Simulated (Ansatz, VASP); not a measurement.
# One calculation of MgS, two programs

```
Mg S
1.0
     0.00000    2.60440    2.60440
     2.60440    0.00000    2.60440
     2.60440    2.60440    0.00000
Mg S
1 1
Direct
  0.00000 0.00000 0.00000
  0.50000 0.50000 0.50000
```

Alike in both runs: task single point; functional LDA; k mesh 6 × 6 × 6; occupations gaussian, width 0.1 eV; no spin polarisation.

|  | VASP | Ansatz |
| --- | --- | --- |
| version | VASP 6.6.1 | Ansatz 0.2.0 |
| potentials or method | VASP PAW LDA potentials, release 64 (Mg, S) | scalar-relativistic, plane waves, PAW (harder set) |
| plane-wave cutoff (eV) | 600 | 620 |
| valence electrons in the cell | 8 | 16 |

```tsv
	VASP	Ansatz	Ansatz less VASP
gap on the k mesh at the Fermi level (eV)	2.55	2.55	+0.004
least direct gap on the mesh (eV)	3.47	3.46	-0.008
pressure (GPa)	-4.0	-3.4	+0.58
```

LDA's correlation is that of Perdew and Zunger in VASP and of Perdew and Wang (1992) in Ansatz. VASP's potentials hold 8 valence electrons a cell and Ansatz's 16, so a difference there can come from the potentials and not from the codes.
